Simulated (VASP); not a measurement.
# LaB6 (P1) in VASP: single point with PBE

Aim: the single point of LaB6 with PBE.

Program: VASP 6.6.1. These are calculated values, not measurements. Logs are shortened: lines on timing, memory, paths and dates and some standing lists are left out, and cuts for length are marked.

### Step 1. The cell of the first run

The typed cell holds 7 atoms: a = 4.137 Å, b = 4.137 Å, c = 4.137 Å, α = 90.00°, β = 90.00°, γ = 90.00°.

### Step 2. Single point, PBE

INCAR reads:

```
SYSTEM = LaB6
  PREC = Accurate
  ENCUT = 520
  EDIFF = 1E-6
  ISMEAR = 0
  SIGMA = 0.1
  LREAL = .False.
  LASPH = .True.
  NELM = 100
  ALGO = Normal
  ISIF = 2
  LWAVE = .False.
  LCHARG = .True.
  GGA = PE
  LELF = .True.
  LVHAR = .True.
  NBANDS = 24
```

KPOINTS reads:

```
regular mesh
0
Gamma
  4 4 4
  0 0 0
```

POSCAR reads:

```
LaB6
1.0
    4.1374420000      0.0000000000      0.0000000000
    0.0000000000      4.1374420000      0.0000000000
    0.0000000000      0.0000000000      4.1374420000
La B
1 6
Direct
   -0.0111767126      0.0096385641     -0.0059517451
    0.5078565452      0.5219401263      0.2193838608
    0.5217675559      0.5127912367      0.8149124507
    0.2122985652      0.5073325499      0.4988367209
    0.8127263174      0.5104794218      0.5093514302
    0.5282065585      0.2133233529      0.5219949911
    0.5064179752      0.8120947677      0.5144780277
```

Potentials or basis: VASP PAW PBE potentials, release 64 (La, B).

Started as:

```console
> cat potpaw_PBE.64/La/POTCAR potpaw_PBE.64/B/POTCAR > POTCAR
> mpirun -np 1 vasp_std > vasp.out
```

OUTCAR:

```text
SYSTEM = LaB6
   PREC = Accurate
   ENCUT = 520
   EDIFF = 1E-6
   ISMEAR = 0
   LREAL = .False.
   LASPH = .True.
   NELM = 100
   ISIF = 2
   GGA = PE

 ion  position               nearest neighbor table
   1  0.989  0.010  0.994-   6 2.86   3 2.92
   2  0.508  0.522  0.219-   3 1.67   4 1.68   7 1.71   5 1.74   6 1.79
   3  0.522  0.513  0.815-   2 1.67   6 1.73   5 1.75   7 1.76   4 1.83   1 2.92
   4  0.212  0.507  0.499-   5 1.65   2 1.68   7 1.75   6 1.79   3 1.83
   5  0.813  0.510  0.509-   4 1.65   6 1.70   2 1.74   3 1.75   7 1.78
   6  0.528  0.213  0.522-   7 1.66   5 1.70   3 1.73   4 1.79   2 1.79   1 2.86
   7  0.506  0.812  0.514-   6 1.66   2 1.71   4 1.75   3 1.76   5 1.78

  LATTYP: Found a simple cubic cell.
 ALAT       =     4.1374420000

  Lattice vectors:

 A1 = (   4.1374420000,   0.0000000000,   0.0000000000)
 A2 = (   0.0000000000,   4.1374420000,   0.0000000000)
 A3 = (   0.0000000000,   0.0000000000,   4.1374420000)

Analysis of symmetry for initial positions (statically):
=====================================================================
 Subroutine PRICEL returns:
 Original cell was already a primitive cell.

 Routine SETGRP: Setting up the symmetry group for a
 simple cubic supercell.

 Subroutine GETGRP returns: Found  1 space group operations
 (whereof  1 operations were pure point group operations)
 out of a pool of 48 trial point group operations.

The static configuration has the point symmetry C_1 .

Analysis of symmetry for dynamics (positions and initial velocities):
=====================================================================
 Subroutine PRICEL returns:
 Original cell was already a primitive cell.

 Routine SETGRP: Setting up the symmetry group for a
 simple cubic supercell.

 Subroutine GETGRP returns: Found  1 space group operations
 (whereof  1 operations were pure point group operations)
 out of a pool of 48 trial point group operations.

The dynamic configuration has the point symmetry C_1 .

 Subroutine INISYM returns: Found  1 space group operations
 (whereof  1 operations are pure point group operations),
 and found     1 'primitive' translations

----------------------------------------------------------------------------------------

                                     Primitive cell

  volume of cell :      70.8265

  direct lattice vectors                    reciprocal lattice vectors
     4.137442000  0.000000000  0.000000000     0.241695231  0.000000000  0.000000000
     0.000000000  4.137442000  0.000000000     0.000000000  0.241695231  0.000000000
     0.000000000  0.000000000  4.137442000     0.000000000  0.000000000  0.241695231

  length of vectors
     4.137442000  4.137442000  4.137442000     0.241695231  0.241695231  0.241695231

  position of ions in fractional coordinates (direct lattice)
     0.988823287  0.009638564  0.994048255
     0.507856545  0.521940126  0.219383861
     0.521767556  0.512791237  0.814912451
     0.212298565  0.507332550  0.498836721
     0.812726317  0.510479422  0.509351430
     0.528206559  0.213323353  0.521994991
     0.506417975  0.812094768  0.514478028

  ion indices of the primitive-cell ions
   primitive index   ion index
                 1           1
                 2           2
                 3           3
                 4           4
                 5           5
                 6           6
                 7           7

----------------------------------------------------------------------------------------

 KPOINTS: regular mesh

Automatic generation of k-mesh.
 Grid dimensions read from file:
 generate k-points for:    4    4    4

 Generating k-lattice:

  Cartesian coordinates                     Fractional coordinates (reciprocal lattice)
     0.060423808  0.000000000  0.000000000     0.250000000  0.000000000  0.000000000
     0.000000000  0.060423808  0.000000000     0.000000000  0.250000000  0.000000000
     0.000000000  0.000000000  0.060423808     0.000000000  0.000000000  0.250000000

  Length of vectors
     0.060423808  0.060423808  0.060423808

  Shift w.r.t. Gamma in fractional coordinates (k-lattice)
     0.000000000  0.000000000  0.000000000

 Subroutine IBZKPT returns following result:
 ===========================================

 Found     36 irreducible k-points:

 Following reciprocal coordinates:
            Coordinates               Weight
  0.000000  0.000000  0.000000      1.000000
  0.250000  0.000000  0.000000      2.000000
  0.000000  0.250000  0.000000      2.000000
  0.000000  0.000000  0.250000      2.000000
  0.500000  0.000000  0.000000      1.000000
  0.000000  0.500000  0.000000      1.000000
[... 16 lines left out ...]
  0.250000  0.250000  0.250000      2.000000
 -0.250000  0.250000  0.250000      2.000000
 [... further k-points ...]
   k-points           NKPTS =     36   k-points in BZ     NKDIM =     36   number of bands    NBANDS=     24
   number of dos      NEDOS =    301   number of ions     NIONS =      7
   total plane-waves  NPLWV =  32768
   dimension x,y,z NGX =    32 NGY =   32 NGZ =   32
   dimension x,y,z NGXF=    64 NGYF=   64 NGZF=   64
   ions per type =               1   6
   NGX,Y,Z   is equivalent  to a cutoff of  12.86, 12.86, 12.86 a.u.
   NGXF,Y,Z  is equivalent  to a cutoff of  25.72, 25.72, 25.72 a.u.
 SYSTEM =  LaB6
   PREC   = accura    normal or accurate (medium, high low for compatibility)
   ISTART =      0    job   : 0-new  1-cont  2-samecut
   ICHARG =      2    charge: 1-file 2-atom 10-const
   ISPIN  =      1    spin polarized calculation?
   LNONCOLLINEAR =      F non collinear calculations
   LSORBIT =      F    spin-orbit coupling
   LASPH  =      T    aspherical Exc in radial PAW
   ENCUT  =  520.0 eV  38.22 Ry    6.18 a.u.   7.69  7.69  7.69*2*pi/ulx,y,z
   NELM   =    100;   NELMIN=  2; NELMDL= -5     # of ELM steps
   EDIFF  = 0.1E-05   stopping-criterion for ELM
   LREAL  =      F    real-space projection
   EDIFFG = 0.1E-04   stopping-criterion for IOM
   NSW    =      0    number of steps for IOM
   IBRION =     -1    ionic relax: 0-MD 1-quasi-New 2-CG
   NFREE  =      0    steps in history (QN), initial steepest desc. (CG)
   ISIF   =      2    stress and relaxation
   ISYM   =      2    0-nonsym 1-usesym 2-fastsym
   POTIM  = 0.5000    time-step for ionic-motion
   TEBEG  =    0.0;   TEEND  =   0.0 temperature during run
   PSTRESS=    0.0 pullay stress
   NELECT =      29.0000    total number of electrons
   NUPDOWN=      -1.0000    fix difference up-down
   EMIN   =  10.00;   EMAX   =-10.00  energy-range for DOS
   EFERMI =   0.00;   METHOD = LEGACY
   ISMEAR =     0;   SIGMA  =   0.10  broadening in eV -4-tet -1-fermi 0-gaus
   EFERMI_NEDOS =   21; number of points for ismear=-14 and -15
   IALGO  =     38    algorithm
   IMIX   =      4    mixing-type and parameters
     AMIX     =   0.40;   BMIX     =  1.00
     AMIX_MAG =   1.60;   BMIX_MAG =  1.00
  volume/ion in A,a.u.               =      10.12        68.28
  Fermi-wavevector in a.u.,A,eV,Ry     =   1.215651  2.297247 20.106790  1.477807
  Thomas-Fermi vector in A             =   2.351031
   LORBIT       =      0    0 simple, 1 ext, 2 COOP (PROOUT), +10 PAW based schemes
   GGA     = PE    functional components
   LHFCALC =     F    Hartree Fock is set to
   AEXX    =    0.0000 exact exchange contribution
   IVDW    =     0    specifies the selected vdW correction
   LEPSILON=     F    determine dielectric tensor
   LRPA    =     F    only Hartree local field effects (RPA)
 non-spin polarized calculation
 Gauss-broadening in eV      SIGMA  =   0.10
  energy-cutoff  :      520.00
  volume of cell :       70.83
 maximum number of plane-waves:      1935
 NGX is ok and might be reduce to    32
   NGX = 15   NGY = 15   NGZ = 15

 number of electron      28.9999998 magnetization

 Free energy of the ion-electron system (eV)
  ---------------------------------------------------
  ext. energy  EPLUGINS =         0.00000000
  ---------------------------------------------------
  free energy    TOTEN  =       -48.81860258 eV

  energy without entropy =      -48.80704670  energy(sigma->0) =      -48.81282464

 E-fermi :   8.6848     XC(G=0): -11.3044

 val. band max:        8.6394622794   @ k =   0.0000  -0.2500   0.2500
 cond. band min:       8.6939630772   @ k =  -0.2500   0.2500   0.0000
 fundamental gap:      0.0545007978
 Fermi energy:         8.6847916165

 k-point     1 :       0.0000    0.0000    0.0000
  band No.  band energies     occupation
      1     -24.3242      2.00000
      2      -8.1099      2.00000
      3      -8.0685      2.00000
      4      -8.0589      2.00000
      5      -6.9663      2.00000
      6       0.7120      2.00000
[... 16 lines left out ...]
     23      10.7795      0.00000
     24      11.8084      0.00000

 k-point     2 :       0.2500    0.0000    0.0000
  band No.  band energies     occupation
      1     -24.3112      2.00000
      2      -8.5798      2.00000
      3      -8.0369      2.00000
      4      -8.0234      2.00000
      5      -6.4420      2.00000
      6      -1.0816      2.00000
[... 16 lines left out ...]
     23      11.2422      0.00000
     24      11.3046      0.00000

 k-point     3 :       0.0000    0.2500    0.0000
  band No.  band energies     occupation
      1     -24.3112      2.00000
      2      -8.5780      2.00000
      3      -8.0516      2.00000
      4      -8.0170      2.00000
      5      -6.4354      2.00000
      6      -1.0526      2.00000
[... 16 lines left out ...]
     23      11.2253      0.00000
     24      11.3419      0.00000
[... 514 lines left out ...]
 k-point    23 :       0.2500    0.2500    0.2500
  band No.  band energies     occupation
      1     -24.2858      2.00000
      2      -8.4819      2.00000
      3      -8.2554      2.00000
      4      -8.2296      2.00000
      5      -6.2500      2.00000
      6      -0.6380      2.00000
[... 16 lines left out ...]
     23      11.3043      0.00000
     24      12.1455      0.00000

 k-point    24 :      -0.2500    0.2500    0.2500
  band No.  band energies     occupation
      1     -24.2858      2.00000
      2      -8.4736      2.00000
      3      -8.2600      2.00000
      4      -8.2337      2.00000
      5      -6.2500      2.00000
      6      -0.6587      2.00000
[... 16 lines left out ...]
     23      11.2885      0.00000
     24      11.9971      0.00000

 [... further k-points ...]

------------------------ aborting loop because EDIFF is reached ----------------------------------------

  FORCE on cell =-STRESS in cart. coord.  units (eV):
  Direction    XX          YY          ZZ          XY          YZ          ZX
  --------------------------------------------------------------------------------------
  -------------------------------------------------------------------------------------
  Total        1.6975722      1.3154769      1.5939298      0.7883315      0.6683730     -0.7407228
  in kB       38.4010485     29.7576112     36.0565369     17.8329704     15.1193716    -16.7560082
  external PRESSURE =      34.7383989 kB  Pullay stress =       0.0000000 kB

 VOLUME and BASIS-vectors are now :
 -----------------------------------------------------------------------------
  energy-cutoff  :      520.00
  volume of cell :       70.83
      direct lattice vectors                 reciprocal lattice vectors
     4.137442000  0.000000000  0.000000000     0.241695231  0.000000000  0.000000000
     0.000000000  4.137442000  0.000000000     0.000000000  0.241695231  0.000000000
     0.000000000  0.000000000  4.137442000     0.000000000  0.000000000  0.241695231

 POSITION                                       TOTAL-FORCE (eV/Angst)
 -----------------------------------------------------------------------------------
      4.09120      0.03988      4.11282         0.633732      0.046274      0.451352
      2.10123      2.15950      0.90769         0.373322     -0.559565     -1.239636
      2.15878      2.12164      3.37165        -0.653631      0.132769      0.206019
      0.87837      2.09906      2.06391        -0.106926      0.127830      0.833339
      3.36261      2.11208      2.10741         0.476920      0.225441      0.020525
      2.18542      0.88261      2.15972        -1.077350     -0.369156     -0.452019
      2.09528      3.35999      2.12862         0.353933      0.396406      0.180418
 -----------------------------------------------------------------------------------
    total drift:                               -0.000520      0.000086     -0.000073

  FREE ENERGIE OF THE ION-ELECTRON SYSTEM (eV)
  ---------------------------------------------------
  free  energy   TOTEN  =       -48.8186025820 eV

  energy  without entropy=      -48.8070467015  energy(sigma->0) =      -48.81282464
```

Wall time 42 s (1 thread of Intel Xeon Platinum 8488C (Sapphire Rapids), shared host); peak memory 0.21 GiB.

Results:

```yaml
Free_energy: -48.8186 eV
Pressure: 3.5 GPa
Largest_force: 1.410 eV/Å
```

Forces on the atoms (eV/Å):
```
La   0.634  0.046  0.451
B    0.373 -0.560 -1.240
B   -0.654  0.133  0.206
B   -0.107  0.128  0.833
B    0.477  0.225  0.021
B   -1.077 -0.369 -0.452
B    0.354  0.396  0.180
```

Stress tensor (GPa, compression positive):
```
 3.84  1.78 -1.68
 1.78  2.98  1.51
-1.68  1.51  3.61
```

Caveat: the k points lie up to 0.38 Å⁻¹ apart; spin-orbit coupling is left out, which moves the levels of the heavy elements; forces of over 1 eV/Å act on the atoms, so gaps and moduli don't describe the material at rest.
